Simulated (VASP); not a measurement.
# AlP (F-43m) in VASP: a series of runs

Runs on AlP. Level: PBE. Tasks: single point.

Program: VASP 6.6.1. These are calculated values, not measurements. Logs are shortened: lines on timing, memory, paths and dates and some standing lists are left out, and cuts for length are marked.

### Step 1. The cell of the first run

The structure is cubic, space group F-43m (No. 216). The conventional cell has a = 5.605 Å, b = 5.605 Å, c = 5.605 Å, α = 90.00°, β = 90.00°, γ = 90.00°. Al (site symmetry -43m) has 4 P at 2.43 Å within 3.2 Å. P (site symmetry -43m) has 4 Al at 2.43 Å within 3.2 Å.

### Step 2. Single point, PBE

INCAR

```
SYSTEM = AlP
PREC     = Accurate       ! precision mode
ENCUT    = 500            ! plane-wave cutoff, eV
EDIFF    = 1E-6           ! SCF threshold, eV
ISMEAR   = 0              ! smearing method
SIGMA    = 0.01           ! smearing width, eV
LREAL    = .False.        ! projectors in reciprocal space
LASPH    = .True.         ! aspherical terms in the spheres
NELM     = 120            ! most SCF steps
ALGO     = Normal         ! electronic algorithm
ISIF     = 2              ! what is computed and relaxed
LWAVE    = .False.        ! write WAVECAR
LCHARG   = .False.        ! write CHGCAR
GGA      = PE             ! functional
NBANDS   = 11             ! bands
GGA_COMPAT= .False.
```

KPOINTS

```
regular mesh
0
Gamma
  3 3 3
  0 0 0
```

POSCAR

```
AlP
1.0
    0.0000000000      2.8024795790      2.8024795790
    2.8024795790      0.0000000000      2.8024795790
    2.8024795790      2.8024795790      0.0000000000
Al P
1 1
Direct
    0.0000000000      0.0000000000      0.0000000000
    0.2500000000      0.2500000000      0.2500000000
```

Potentials or basis: VASP PAW PBE potentials, release 64 (Al, P).

Command:

```console
cat potpaw_PBE.64/Al/POTCAR potpaw_PBE.64/P/POTCAR > POTCAR
mpirun -np 1 vasp_std > vasp.out
```

OUTCAR:

```text
SYSTEM = AlP
   PREC = Accurate
   ENCUT = 500
   EDIFF = 1E-6
   ISMEAR = 0
   LREAL = .False.
   LASPH = .True.
   NELM = 120
   ISIF = 2
   GGA = PE

 ion  position               nearest neighbor table
   1  0.000  0.000  0.000-   2 2.43   2 2.43   2 2.43   2 2.43
   2  0.250  0.250  0.250-   1 2.43   1 2.43   1 2.43   1 2.43

  LATTYP: Found a face centered cubic cell.
 ALAT       =     5.6049591580

  Lattice vectors:

 A1 = (   0.0000000000,   2.8024795790,   2.8024795790)
 A2 = (   2.8024795790,   0.0000000000,   2.8024795790)
 A3 = (   2.8024795790,   2.8024795790,   0.0000000000)

Analysis of symmetry for initial positions (statically):
=====================================================================
 Subroutine PRICEL returns:
 Original cell was already a primitive cell.

 Routine SETGRP: Setting up the symmetry group for a
 face centered cubic supercell.

 Subroutine GETGRP returns: Found 24 space group operations
 (whereof 24 operations were pure point group operations)
 out of a pool of 48 trial point group operations.

The static configuration has the point symmetry T_d .

Analysis of symmetry for dynamics (positions and initial velocities):
=====================================================================
 Subroutine PRICEL returns:
 Original cell was already a primitive cell.

 Routine SETGRP: Setting up the symmetry group for a
 face centered cubic supercell.

 Subroutine GETGRP returns: Found 24 space group operations
 (whereof 24 operations were pure point group operations)
 out of a pool of 48 trial point group operations.

The dynamic configuration has the point symmetry T_d .

 Subroutine INISYM returns: Found 24 space group operations
 (whereof 24 operations are pure point group operations),
 and found     1 'primitive' translations

----------------------------------------------------------------------------------------

                                     Primitive cell

  volume of cell :      44.0207

  direct lattice vectors                    reciprocal lattice vectors
     0.000000000  2.802479579  2.802479579    -0.178413432  0.178413432  0.178413432
     2.802479579  0.000000000  2.802479579     0.178413432 -0.178413432  0.178413432
     2.802479579  2.802479579  0.000000000     0.178413432  0.178413432 -0.178413432

  length of vectors
     3.963304629  3.963304629  3.963304629     0.309021129  0.309021129  0.309021129

[... 66 lines left out ...]
   ISYM   =      2    0-nonsym 1-usesym 2-fastsym
   POTIM  = 0.5000    time-step for ionic-motion
   TEBEG  =    0.0;   TEEND  =   0.0 temperature during run
   PSTRESS=    0.0 pullay stress
   NELECT =       8.0000    total number of electrons
   NUPDOWN=      -1.0000    fix difference up-down
   EMIN   =  10.00;   EMAX   =-10.00  energy-range for DOS
   EFERMI =   0.00;   METHOD = LEGACY
   ISMEAR =     0;   SIGMA  =   0.01  broadening in eV -4-tet -1-fermi 0-gaus
   EFERMI_NEDOS =   21; number of points for ismear=-14 and -15
   IALGO  =     38    algorithm
   IMIX   =      4    mixing-type and parameters
     AMIX     =   0.40;   BMIX     =  1.00
     AMIX_MAG =   1.60;   BMIX_MAG =  1.00
  volume/ion in A,a.u.               =      22.01       148.53
  Fermi-wavevector in a.u.,A,eV,Ry     =   0.927297  1.752338 11.699384  0.859880
  Thomas-Fermi vector in A             =   2.053352
   LORBIT       =      0    0 simple, 1 ext, 2 COOP (PROOUT), +10 PAW based schemes
   GGA     = PE    functional components
   LHFCALC =     F    Hartree Fock is set to
   AEXX    =    0.0000 exact exchange contribution
   IVDW    =     0    specifies the selected vdW correction
   LEPSILON=     F    determine dielectric tensor
   LRPA    =     F    only Hartree local field effects (RPA)
 non-spin polarized calculation
 Gauss-broadening in eV      SIGMA  =   0.01
  energy-cutoff  :      500.00
  volume of cell :       44.02
 maximum number of plane-waves:      1139
 NGX is ok and might be reduce to    30
   NGX = 15   NGY = 15   NGZ = 15

 number of electron       8.0000001 magnetization

 Free energy of the ion-electron system (eV)
  ---------------------------------------------------
  ext. energy  EPLUGINS =         0.00000000
  ---------------------------------------------------
  free energy    TOTEN  =        -9.99599956 eV

  energy without entropy =       -9.99599956  energy(sigma->0) =       -9.99599956

 E-fermi :   4.1064     XC(G=0):  -8.8545

 val. band max:        3.9961672676   @ k =   0.0000   0.0000   0.0000
 cond. band min:       6.2039025161   @ k =   0.3333   0.3333   0.0000
 fundamental gap:      2.2077352486
 Fermi energy:         4.1063775823

 k-point     1 :       0.0000    0.0000    0.0000
  band No.  band energies     occupation
      1      -7.0880      2.00000
      2       3.9962      2.00000
      3       3.9962      2.00000
      4       3.9962      2.00000
      5       6.6212      0.00000
      6       8.3721      0.00000
      7       8.3721      0.00000
      8       8.3721      0.00000
      9      12.6744      0.00000
     10      12.6744      0.00000
     11      13.7079      0.00000
[... 29 lines left out ...]
 k-point     4 :      -0.3333    0.3333    0.0000
  band No.  band energies     occupation
      1      -5.1293      2.00000
      2      -0.7405      2.00000
      3       0.7408      2.00000
      4       2.6170      2.00000
      5       6.7807      0.00000
      6      10.1244      0.00000
      7      11.2553      0.00000
      8      11.4128      0.00000
      9      12.3373      0.00000
     10      12.7515      0.00000
     11      18.6511      0.00000

------------------------ aborting loop because EDIFF is reached ----------------------------------------

  FORCE on cell =-STRESS in cart. coord.  units (eV):
  Direction    XX          YY          ZZ          XY          YZ          ZX
  --------------------------------------------------------------------------------------
  -------------------------------------------------------------------------------------
  Total       -0.7945582     -0.7945582     -0.7945582      0.0000000      0.0000000      0.0000000
  in kB      -28.9187123    -28.9187123    -28.9187123      0.0000000      0.0000000      0.0000000
  external PRESSURE =     -28.9187123 kB  Pullay stress =       0.0000000 kB

 VOLUME and BASIS-vectors are now :
 -----------------------------------------------------------------------------
  energy-cutoff  :      500.00
  volume of cell :       44.02
      direct lattice vectors                 reciprocal lattice vectors
     0.000000000  2.802479579  2.802479579    -0.178413432  0.178413432  0.178413432
     2.802479579  0.000000000  2.802479579     0.178413432 -0.178413432  0.178413432
     2.802479579  2.802479579  0.000000000     0.178413432  0.178413432 -0.178413432

 POSITION                                       TOTAL-FORCE (eV/Angst)
 -----------------------------------------------------------------------------------
      0.00000      0.00000      0.00000         0.000000      0.000000      0.000000
      1.40124      1.40124      1.40124        -0.000000     -0.000000     -0.000000
 -----------------------------------------------------------------------------------
    total drift:                               -0.000000     -0.000000     -0.000000

  FREE ENERGIE OF THE ION-ELECTRON SYSTEM (eV)
  ---------------------------------------------------
  free  energy   TOTEN  =        -9.9959995627 eV

  energy  without entropy=       -9.9959995627  energy(sigma->0) =       -9.99599956
```

OSZICAR:

```text
N       E                     dE             d eps       ncg     rms          rms(c)
DAV:   1     0.118995376714E+02    0.11900E+02   -0.28131E+03    88   0.516E+02
DAV:   2    -0.946239016085E+01   -0.21362E+02   -0.20526E+02   111   0.800E+01
DAV:   3    -0.103950561037E+02   -0.93267E+00   -0.93137E+00   117   0.180E+01
DAV:   4    -0.104017448384E+02   -0.66887E-02   -0.66884E-02    94   0.187E+00
DAV:   5    -0.104018796950E+02   -0.13486E-03   -0.13486E-03   106   0.254E-01    0.434E+00
DAV:   6    -0.100370070597E+02    0.36487E+00   -0.79903E-01    97   0.323E+00    0.273E+00
DAV:   7    -0.999354791541E+01    0.43459E-01   -0.25662E-01   103   0.202E+00    0.148E+00
DAV:   8    -0.999575412164E+01   -0.22062E-02   -0.19822E-02    91   0.681E-01    0.263E-01
DAV:   9    -0.999567377365E+01    0.80348E-04   -0.98702E-04   103   0.166E-01    0.121E-01
DAV:  10    -0.999599305980E+01   -0.31929E-03   -0.49354E-04    94   0.114E-01    0.212E-02
DAV:  11    -0.999599747706E+01   -0.44173E-05   -0.32141E-05   103   0.245E-02    0.935E-03
DAV:  12    -0.999599883050E+01   -0.13534E-05   -0.16906E-06   100   0.770E-03    0.586E-03
DAV:  13    -0.999599956268E+01   -0.73218E-06   -0.10229E-06   100   0.525E-03
   1 F= -.99959996E+01 E0= -.99959996E+01  d E =-.111240E-55
```

stdout:

```text
POSCAR found type information on POSCAR AlP
 POSCAR found :  2 types and       2 ions
 scaLAPACK will be used
 LDA part: xc-table for (Slater+PW92), standard interpolation
 POSCAR, INCAR and KPOINTS ok, starting setup
 FFT: planning ... GRIDC
 FFT: planning ... GRID_SOFT
 FFT: planning ... GRID
 WAVECAR not read
 entering main loop
```

It took 8.1 s on 1 thread of Intel Xeon 8259CL, shared host; peak memory 0.15 GiB.

What came out:

```
Free energy            : -9.9960 eV
Pressure               : -2.9 GPa
Band gap on the k mesh : 2.21 eV, indirect (least direct gap 2.62 eV)
```

Caveat: the k points lie up to 0.65 Å⁻¹ apart. Expect the measured gap to be larger: semilocal functionals such as PBE lack the derivative discontinuity.

### Step 3. Single point, PBE

This run uses another cell than the first one, of 18.75 Å³/atom, 0.852 times its volume.

INCAR

```
SYSTEM = AlP
PREC = Accurate
ENCUT = 500
EDIFF = 1E-6
ISMEAR = 0
SIGMA = 0.01
LREAL = .FALSE.
LASPH = .TRUE.
NELM = 120
ALGO = Normal
ISIF = 2
LWAVE = .FALSE.
LCHARG = .TRUE.
GGA = PE
LELF = .TRUE.
LVHAR = .TRUE.
NBANDS = 11
GGA_COMPAT = .FALSE.
```

KPOINTS

```
Automatic mesh
0
G
  4 4 4
  0 0 0
```

POSCAR

```
AlP
1.0
    0.0000000000      2.6566263788      2.6566263788
    2.6566263788      0.0000000000      2.6566263788
    2.6566263788      2.6566263788      0.0000000000
Al P
1 1
Direct
    0.0000000000      0.0000000000      0.0000000000
    0.2500000000      0.2500000000      0.2500000000
```

Potentials or basis: VASP PAW PBE potentials, release 64 (Al, P).

Command:

```console
cat potpaw_PBE.64/Al/POTCAR potpaw_PBE.64/P/POTCAR > POTCAR
mpirun -np 1 vasp_std > vasp.out
```

It took 8.8 s on 1 thread of Intel Xeon 8259CL, shared host; peak memory 0.14 GiB.

The run converged. Its results:

| Property | Result |
| --- | --- |
| Free energy | -10.1386 eV |
| Pressure | 11.6 GPa |
| Band gap on the k mesh | 1.38 eV, indirect (least direct gap 3.66 eV) |

Levels at points of the mesh, in eV from the valence-band top:
```
           k point  band 2  band 3  band 4  band 5  band 6  band 7
(0.00, 0.00, 0.00)    0.00    0.00    0.00    4.01    4.65    4.65
(0.50, 0.00, 0.00)   -5.93   -0.81   -0.81    3.11    4.81    4.81
(0.50, 0.50, 0.00)   -5.61   -2.28   -2.28    1.38    2.41   11.76
```

Caveat: the k points lie up to 0.51 Å⁻¹ apart. A k mesh can miss the band edges.

### Step 4. Single point, PBE

This run uses another cell than the first one, of 20.38 Å³/atom, 0.926 times its volume.

INCAR

```
PREC     = Accurate       # precision mode
ENCUT    = 500            # plane-wave cutoff, eV
EDIFF    = 1E-6           # SCF threshold, eV
ISMEAR   = 0              # smearing method
SIGMA    = 0.01           # smearing width, eV
LREAL    = F              # projectors in reciprocal space
LASPH    = T              # aspherical terms in the spheres
NELM     = 120            # most SCF steps
ALGO     = Normal         # electronic algorithm
ISIF     = 2              # what is computed and relaxed
LWAVE    = F              # write WAVECAR
LCHARG   = F              # write CHGCAR
GGA      = PE             # functional
NBANDS   = 11             # bands
GGA_COMPAT= F
```

KPOINTS

```
regular mesh
0
Gamma
  4 4 4
```

POSCAR

```
AlP
1.0
    0.0000000000      2.7315000000      2.7315000000
    2.7315000000      0.0000000000      2.7315000000
    2.7315000000      2.7315000000      0.0000000000
Al P
1 1
Direct
    0.0000000000      0.0000000000      0.0000000000
    0.2500000000      0.2500000000      0.2500000000
```

Command:

```console
cat potpaw_PBE.64/Al/POTCAR potpaw_PBE.64/P/POTCAR > POTCAR
mpirun -np 1 vasp_std > vasp.out
```

It took 7.9 s on 1 thread of Intel Xeon 8259CL, shared host; peak memory 0.14 GiB.

It converged, with:

```
Free energy            : -10.2752 eV
Pressure               : 2.4 GPa
Band gap on the k mesh : 1.56 eV, indirect (least direct gap 3.29 eV)
```

Levels at points of the mesh, in eV from the valence-band top:
| k point | band 1 | band 2 | band 3 | band 4 | band 5 | band 6 | band 7 | band 8 |
| --- | --- | --- | --- | --- | --- | --- | --- | --- |
| (0.00, 0.00, 0.00) | -11.50 | 0.00 | 0.00 | 0.00 | 3.29 | 4.53 | 4.53 | 4.53 |
| (0.50, 0.00, 0.00) | -9.82 | -5.54 | -0.77 | -0.77 | 2.79 | 4.79 | 4.79 | 8.26 |
| (0.50, 0.50, 0.00) | -9.15 | -5.32 | -2.11 | -2.11 | 1.56 | 2.45 | 11.04 | 11.04 |

Caveat: the k points lie up to 0.50 Å⁻¹ apart. A k mesh can miss the band edges.

### Step 5. The runs side by side

```csv
cell,k mesh,gap on the mesh (eV),pressure (GPa)
"a = 3.963 Å, angles 60.0°, 2 atoms",3 × 3 × 3,2.21,-2.9
"a = 3.757 Å, angles 60.0°, 2 atoms",4 × 4 × 4,1.38,11.6
"a = 3.863 Å, angles 60.0°, 2 atoms",4 × 4 × 4,1.56,2.4
```

Alike in all rows: task single point; level PBE; potentials or basis VASP PAW PBE potentials, release 64 (Al, P); no spin polarisation; cutoff (eV) 500; smearing gaussian 0.01 eV.

Caveats: all runs use coarse meshes.

Absolute energies hang on the potentials; compare differences alone.
